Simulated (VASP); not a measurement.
# CdI2 (P-3m1) in VASP: notebook, part 3 of 3

VASP 6.6.1. Earlier steps stand in the parts before.

**5. Electric field gradients, PBEsol (36.02 Å³/atom)**

This run uses another cell than the first one, of 36.02 Å³/atom.

INCAR

```
PREC = Accurate
ENCUT = 400
EDIFF = 1E-8
ISMEAR = -1
SIGMA = 0.03
LREAL = F
LASPH = T
NELM = 120
ALGO = Normal
ISIF = 2
LWAVE = F
LCHARG = F
GGA = PS
LEFG = T
NBANDS = 20
GGA_COMPAT = F
```

KPOINTS

```
regular mesh
0
Gamma
  8 8 5
```

POSCAR

```
CdI2
1.0
    4.2580989834      0.0000000000      0.0000000000
   -2.1290494917      3.6876218914      0.0000000000
    0.0000000000      0.0000000000      6.8817875428
Cd I
1 2
Direct
    0.0000000000      0.0000000000      0.0000000000
    0.3333333333      0.6666666667      0.2492000000
    0.6666666667      0.3333333333      0.7508000000
```

Potentials or basis: VASP PAW PBE potentials, release 64 (Cd, I).

Run with:

```console
> cat potpaw_PBE.64/Cd/POTCAR potpaw_PBE.64/I/POTCAR > POTCAR
> mpirun -np 1 vasp_std > vasp.out
```

OUTCAR:

```text
PREC = Accurate
   ENCUT = 400
   EDIFF = 1E-8
   ISMEAR = -1
   LREAL = F
   LASPH = T
   NELM = 120
   ISIF = 2
   GGA = PS

 ion  position               nearest neighbor table
   1  0.000  0.000  0.000-   2 3.00   3 3.00   2 3.00   3 3.00   3 3.00   2 3.00
   2  0.333  0.667  0.249-   1 3.00   1 3.00   1 3.00
   3  0.667  0.333  0.751-   1 3.00   1 3.00   1 3.00

  LATTYP: Found a hexagonal cell.
 ALAT       =     4.2580989834
 C/A-ratio  =     1.6161642953

  Lattice vectors:

 A1 = (   4.2580989834,   0.0000000000,   0.0000000000)
 A2 = (  -2.1290494917,   3.6876218914,   0.0000000000)
 A3 = (   0.0000000000,   0.0000000000,   6.8817875428)

Analysis of symmetry for initial positions (statically):
=====================================================================
 Subroutine PRICEL returns:
 Original cell was already a primitive cell.

 Routine SETGRP: Setting up the symmetry group for a
 hexagonal supercell.

 Subroutine GETGRP returns: Found 12 space group operations
 (whereof 12 operations were pure point group operations)
 out of a pool of 24 trial point group operations.

The static configuration has the point symmetry D_3d.

Analysis of symmetry for dynamics (positions and initial velocities):
=====================================================================
 Subroutine PRICEL returns:
 Original cell was already a primitive cell.

 Routine SETGRP: Setting up the symmetry group for a
 hexagonal supercell.

 Subroutine GETGRP returns: Found 12 space group operations
 (whereof 12 operations were pure point group operations)
 out of a pool of 24 trial point group operations.

The dynamic configuration has the point symmetry D_3d.

[... 154 lines left out ...]
 k-point     1 :       0.0000    0.0000    0.0000
  band No.  band energies     occupation
      1     -10.3056      2.00000
      2      -9.6072      2.00000
      3      -5.7167      2.00000
      4      -5.7167      2.00000
      5      -5.6020      2.00000
      6      -5.5175      2.00000
[... 541 lines left out ...]
     19       9.4621      0.00000
     20      10.7563      0.00000

 [... further k-points ...]
[... 5 lines left out ...]
  --------------------------------------------------------------------------------------
  -------------------------------------------------------------------------------------
  Total       -0.5693102     -0.5693102     -0.4498056      0.0000000     -0.0000000      0.0000000
  in kB       -8.4410438     -8.4410438     -6.6691732      0.0000000     -0.0000000      0.0000000
  external PRESSURE =      -7.8504203 kB  Pullay stress =       0.0000000 kB

 VOLUME and BASIS-vectors are now :
 -----------------------------------------------------------------------------
  energy-cutoff  :      400.00
  volume of cell :      108.06
      direct lattice vectors                 reciprocal lattice vectors
     4.258098983  0.000000000  0.000000000     0.234846584  0.135588738  0.000000000
    -2.129049492  3.687621891  0.000000000     0.000000000  0.271177477  0.000000000
     0.000000000  0.000000000  6.881787543     0.000000000  0.000000000  0.145311083

 POSITION                                       TOTAL-FORCE (eV/Angst)
 -----------------------------------------------------------------------------------
      0.00000      0.00000      0.00000        -0.000000      0.000000      0.000000
     -0.00000      2.45841      1.71494         0.000000     -0.000000     -0.123463
      2.12905      1.22921      5.16685        -0.000000      0.000000      0.123463
 -----------------------------------------------------------------------------------
    total drift:                               -0.000000      0.000000      0.000000

  FREE ENERGIE OF THE ION-ELECTRON SYSTEM (eV)
  ---------------------------------------------------
  free  energy   TOTEN  =        -6.3708098868 eV

  energy  without entropy=       -6.3708098868  energy(sigma->0) =       -6.37080989

 Electric field gradients (V/A^2)
---------------------------------------------------------------------
 ion       V_xx      V_yy      V_zz      V_xy      V_xz      V_yz
---------------------------------------------------------------------
   1      -0.902    -0.902     1.805    -0.000     0.000    -0.000
   2      27.933    27.933   -55.867    -0.000     0.000    -0.000
   3      27.933    27.933   -55.867    -0.000     0.000    -0.000
---------------------------------------------------------------------

 Electric field gradients after diagonalization (V/A^2)
 (convention: |V_zz| > |V_xx| > |V_yy|)
----------------------------------------------------------------------
 ion       V_xx      V_yy      V_zz     asymmetry (V_yy - V_xx)/ V_zz
----------------------------------------------------------------------
   1      -0.903    -0.902     1.805       0.000
   2      27.933    27.933   -55.867       0.000
   3      27.933    27.933   -55.867       0.000
----------------------------------------------------------------------

           NMR quadrupolar parameters

 Cq : quadrupolar parameter    Cq=e*Q*V_zz/h
 eta: asymmetry parameters     (V_yy - V_xx)/ V_zz
 Q  : nuclear electric quadrupole moment in mb (millibarn)
----------------------------------------------------------------------
 ion       Cq(MHz)       eta       Q (mb)
----------------------------------------------------------------------
   1       0.004       0.000       1.000
   2      -0.135       0.000       1.000
   3      -0.135       0.000       1.000
----------------------------------------------------------------------
```

OSZICAR:

```text
N       E                     dE             d eps       ncg     rms          rms(c)
DAV:   1     0.139186236602E+03    0.13919E+03   -0.99390E+03  1608   0.897E+02
DAV:   2     0.152127955586E+01   -0.13766E+03   -0.13327E+03  1908   0.228E+02
DAV:   3    -0.657875235013E+01   -0.81000E+01   -0.80737E+01  1912   0.552E+01
DAV:   4    -0.670995411334E+01   -0.13120E+00   -0.13119E+00  2120   0.672E+00
DAV:   5    -0.671098707206E+01   -0.10330E-02   -0.10329E-02  1912   0.617E-01    0.622E+00
DAV:   6    -0.639904004748E+01    0.31195E+00   -0.60119E-01  1692   0.826E+00    0.518E+00
DAV:   7    -0.637256798291E+01    0.26472E-01   -0.17005E-01  1808   0.254E+00    0.223E+00
DAV:   8    -0.637104876528E+01    0.15192E-02   -0.22303E-02  1736   0.161E+00    0.352E-01
DAV:   9    -0.637082018437E+01    0.22858E-03   -0.24241E-03  1812   0.528E-01    0.115E-01
DAV:  10    -0.637080474269E+01    0.15442E-04   -0.28574E-04  1788   0.168E-01    0.397E-02
DAV:  11    -0.637081063009E+01   -0.58874E-05   -0.27849E-05  1856   0.432E-02    0.198E-02
DAV:  12    -0.637081043092E+01    0.19917E-06   -0.19166E-06  1804   0.125E-02    0.136E-02
DAV:  13    -0.637080996252E+01    0.46840E-06   -0.30584E-06  1760   0.166E-02    0.190E-03
DAV:  14    -0.637080988274E+01    0.79786E-07   -0.29097E-07  1804   0.567E-03    0.108E-03
DAV:  15    -0.637080988678E+01   -0.40397E-08   -0.21205E-08  1736   0.718E-04
   1 F= -.63708099E+01 E0= -.63708099E+01  d E =-.152196E-10
```

stdout:

```text
POSCAR found type information on POSCAR CdI
 POSCAR found :  2 types and       3 ions
 scaLAPACK will be used
 -----------------------------------------------------------------------------
|                                                                             |
|                                                                             |
|     You enforced a specific xc type in the INCAR file but a different       |
|     I HOPE YOU KNOW WHAT YOU ARE DOING!                                     |
|                                                                             |
 -----------------------------------------------------------------------------

 LDA part: xc-table for (Slater+PW92), standard interpolation
 POSCAR, INCAR and KPOINTS ok, starting setup
 FFT: planning ... GRIDC
 FFT: planning ... GRID_SOFT
 FFT: planning ... GRID
 WAVECAR not read
 entering main loop
ion   1

ion   2

ion   3
```

Wall time 89 s (1 thread of Intel Xeon 8259CL, shared host); peak memory 0.21 GiB.

What came out:

| Quantity | Value |
| --- | --- |
| Free energy | -6.3708 eV |
| Pressure | -0.8 GPa |
| Largest force | 0.123 eV/Å |
| Band gap on the k mesh | 2.28 eV (least direct gap 2.46 eV) |
| Largest electric field gradient by atom | Cd +1.8; I -55.9 V/Å² |

Forces in eV/Å, atoms in the order of the input:
```
Cd   0.000  0.000  0.000
I    0.000  0.000 -0.123
I    0.000  0.000  0.123
```

Electric field gradients, principal values (V/Å²):
| atom | least | middle | greatest (by size) |
| --- | --- | --- | --- |
| 1 Cd | -0.902 | -0.903 | 1.805 |
| 2 I | 27.933 | 27.933 | -55.867 |
| 3 I | 27.933 | 27.933 | -55.867 |

Caveat: without QUAD_EFG the Cq values of the log hold for a quadrupole moment of 1 mb, not for the nuclei; the PAW data sets were made with another functional, which shifts forces and pressure a little; spin-orbit coupling is left out, which moves the levels of the heavy elements; an odd mesh through Γ misses points on the zone boundary, where band edges can lie; this functional lacks dispersion, which binds the layers, so the pressure and a relaxed spacing across them are unreliable.

**6. Summary**

```csv
cell,gap on the mesh (eV),pressure (GPa),largest force (eV/Å)
"a = 4.157, b = 4.157, c = 6.719 Å, angles 90.0, 90.0, 120.0°, 3 atoms",2.33,2.0,0.31
"a = 4.216, b = 4.216, c = 6.813 Å, angles 90.0, 90.0, 120.0°, 3 atoms",2.30,0.3,0.05
"a = 4.258, b = 4.258, c = 6.882 Å, angles 90.0, 90.0, 120.0°, 3 atoms",2.28,-0.8,0.12
```

Alike in all rows: task electric field gradients; level PBEsol; potentials or basis VASP PAW PBE potentials, release 64 (Cd, I); no spin polarisation; k mesh 8 × 8 × 5; cutoff (eV) 400; smearing fermi-dirac 0.03 eV.

Caveats: the PAW data sets were made with another functional, which shifts forces and pressure a little; spin-orbit coupling is left out, which moves the levels of the heavy elements; an odd mesh through Γ misses points on the zone boundary, where band edges can lie; this functional lacks dispersion, which binds the layers, so the pressure and a relaxed spacing across them are unreliable.

Absolute energies hang on the potentials; compare differences alone.
